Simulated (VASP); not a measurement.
Input of a VASP 6.6.1 run:

The input INCAR:

```
SYSTEM = Sc
ALGO = Normal ; DIPOL = 0.5 0.5 0.500
EDIFF = 1E-7 ; ENCUT = 520
GGA = PE ; IDIPOL = 3
ISIF = 2 ; ISMEAR = -1
LASPH = .True. ; LCHARG = .False.
LDIPOL = .True. ; LREAL = .False.
LWAVE = .False. ; NBANDS = 24
NELM = 60 ; PREC = Accurate
SIGMA = 0.05
```

File KPOINTS:

```
k-points
0
Gamma
  13 13 1
  0 0 0
```

Contents of POSCAR:

```
Sc
1.0
    3.3200156578      0.0000000000      0.0000000000
   -1.6600078289      2.8752179006      0.0000000000
    0.0000000000      0.0000000000     21.1663000000
Sc
3
Direct
    0.0000000000      0.0000000000      0.3818623785
    0.3333333333      0.6666666667      0.4999999217
    0.0000000000      0.0000000000      0.6181376998
```

Potentials or basis: VASP PAW PBE potentials, release 64 (Sc_sv).

Run with:

```console
$ cat potpaw_PBE.64/Sc_sv/POTCAR > POTCAR
$ mpirun -np 1 vasp_std > vasp.out
```

**Question.** Estimate the largest force.

**Answer.** 0.004 eV/Å.

**Question.** Estimate the band gap on the k mesh.

**Answer.** Zero (an odd number of electrons rules out a gap without spin polarisation).

Forces in eV/Å, atoms in the order of the input:
```
Sc   0.000  0.000 -0.004
Sc   0.000  0.000  0.000
Sc   0.000  0.000  0.004
```
